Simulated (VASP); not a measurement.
## BaTiO3: relaxation of cell and atoms with LDA

BaTiO3:

```xyz
5
Lattice="3.9724 0.0000 0.0000 0.0000 2.8906 2.9159 0.0000 -2.8906 2.9159" Properties=species:S:1:pos:R:3 pbc="T T T"
Ba    0.0000    0.0000    0.0676
Ti    1.9862    0.0000    3.0781
O     0.0000    0.0000    2.8418
O     1.9862   -1.3967    4.2850
O     1.9862    1.3967    4.2850
```

```json
{"Program": "VASP 6.6.1", "Task": "relaxation of cell and atoms", "Functional": "LDA", "Potentials or basis": "VASP PAW LDA potentials, release 64 (Ba_sv, Ti_sv, O)", "Cutoff": "600 eV", "k mesh": "8 × 8 × 8", "Occupations": "gaussian, width 0.02 eV", "Spin": "no spin polarisation", "Dipole correction": "no", "Further INCAR settings": "ALGO = Normal; EDIFF = 1e-06; IBRION = 2; EDIFFG = -0.005; NSW = 70; ISIF = 3"}
```

* Relaxed volume: 12.41 Å³/atom
* Relaxed cell: a = 3.939 Å, b = 3.970 Å, c = 3.970 Å, α = 89.90°, β = 90.00°, γ = 90.00°
* Space group after relaxing (to 0.05 Å): Amm2 (No. 38)
* Energy gained by relaxing: 27.9 meV/atom
* Ionic steps: 15
* Pressure after relaxing: 0.0 GPa
* Largest force after relaxing: 0.004 eV/Å
* Band gap on the k mesh: 1.94 eV, indirect (least direct gap 2.17 eV)

Forces on the atoms (eV/Å):
```
Ba   0.000  0.000  0.004
Ti   0.000  0.000 -0.002
O    0.000  0.000  0.001
O    0.000  0.002 -0.001
O    0.000 -0.002 -0.001
```

Step by step:
| step | energy change (eV) | largest force (eV/Å) | pressure (GPa) | volume (Å³) |
| --- | --- | --- | --- | --- |
| 1 | 0.0000 | 0.1222 | -8.64 | 66.96 |
| 2 | 0.0256 | 1.4828 | 11.42 | 60.20 |
| 3 | -0.0948 | 0.6230 | -0.29 | 63.65 |
| 4 | -0.1191 | 0.1692 | 0.07 | 62.84 |
| 5 | -0.1210 | 0.1742 | 0.40 | 62.51 |
| 6 | -0.1319 | 0.1425 | -0.28 | 62.50 |
| 7 | -0.1351 | 0.1805 | -0.82 | 62.48 |
| 8 | -0.1366 | 0.1010 | 1.05 | 61.80 |
| 9 | -0.1372 | 0.1293 | 0.39 | 62.04 |
| 10 | -0.1392 | 0.0470 | 0.12 | 62.08 |
| 11 | -0.1394 | 0.0246 | -0.02 | 62.09 |
| 12 | -0.1394 | 0.0243 | -0.02 | 62.09 |
| 13 | -0.1395 | 0.0154 | -0.01 | 62.08 |
| 14 | -0.1396 | 0.0103 | 0.01 | 62.06 |
| 15 | -0.1396 | 0.0043 | -0.03 | 62.07 |

Final structure:
```
CELL_PARAMETERS angstrom
3.93879 0.00000 0.00000
0.00000 2.80455 2.80941
0.00000 -2.80455 2.80941
ATOMIC_POSITIONS crystal
Ba 0.00000 0.00423 0.00423
Ti 0.50000 0.51484 0.51484
O 0.00000 0.49369 0.49369
O 0.50000 0.49475 0.98870
O 0.50000 0.98870 0.49475
```

Levels at points of the mesh, in eV from the valence-band top:
```tsv
k point	band 18	band 19	band 20	band 21	band 22	band 23
(0.00, 0.00, 0.00)	-0.32	-0.31	-0.24	1.94	2.05	2.12
(0.50, 0.00, 0.00)	-1.74	-0.97	-0.87	2.27	3.72	3.80
(0.00, 0.50, 0.00)	-1.81	-0.84	-0.75	2.15	3.74	3.76
(0.50, 0.50, 0.00)	-0.88	-0.87	-0.09	3.78	3.78	4.16
(0.00, 0.50, 0.50)	-0.87	-0.84	-0.18	3.75	3.77	4.13
(0.50, 0.50, 0.50)	-0.08	-0.01	0.00	4.41	4.43	4.48
```

Wall time 19 min on 1 thread of Intel(R) Xeon(R) Platinum 8488C (Sapphire Rapids), on a shared host, peak memory 0.34 GiB.

Caveat: spin-orbit coupling is left out, which moves the levels of the heavy elements. LDA usually gives volumes a few per cent too small.
